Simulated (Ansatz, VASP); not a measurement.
# One calculation of Pb, two programs

File INCAR:

```
PREC = Accurate
ENCUT = 520
EDIFF = 1E-7
ISMEAR = 0
SIGMA = 0.15
LREAL = False
LASPH = True
NELM = 80
ALGO = Fast
ISIF = 2
LWAVE = False
LCHARG = False
GGA = PS
NBANDS = 13
```

File KPOINTS:

```
regular mesh
0
Gamma
  18 18 18
```

File POSCAR:

```
Pb
1.0
    0.0000000000      2.1575690318      3.2363535477
    2.1575690318      0.0000000000      3.2363535477
    2.1575690318      2.1575690318      0.0000000000
Pb
1
Direct
    0.0000000000      0.0000000000      0.0000000000
```

Input for Ansatz:

```yaml
crystal:
  lattice:
    - [0.0, 2.1575690318, 3.2363535477]
    - [2.1575690318, 0.0, 3.2363535477]
    - [2.1575690318, 2.1575690318, 0.0]
  atoms:
    - { symbol: Pb, position: [0.0, 0.0, 0.0] }
basis:
  ecutwfc: 420
kpoints:
  mp_grid: { grid: [18, 18, 18] }
hamiltonian:
  xc: pbesol
scf:
  occupations: { method: gaussian, width: 0.15 }
output:
  forces: true
  stress: true
  eigenvalues: true
```

Alike in both runs: task single point; functional PBEsol; k mesh 18 × 18 × 18; occupations gaussian, width 0.15 eV; no spin polarisation.

```csv
,VASP,Ansatz
version,VASP 6.6.1,Ansatz 0.2.0
potentials or method,"VASP PAW PBE potentials, release 64 (Pb_d), cutoff 520 eV","scalar-relativistic, plane waves, PAW"
valence electrons in the cell,14,14
```

VASP gave:

```
gap on the k mesh at the Fermi level (eV)                     : none
pressure (GPa)                                                : 3.5
traceless stress, the component that is largest in VASP (GPa) : -7.82
```

Q: Which values does Ansatz return?

A: gap on the k mesh at the Fermi level (eV): none; pressure (GPa): 3.5; traceless stress, the component that is largest in VASP (GPa): -7.81.

VASP's potentials were made for PBE, not for PBEsol. A gap of «none» marks a metal or a gap that the smearing closes.

Neither program's run includes spin-orbit coupling.
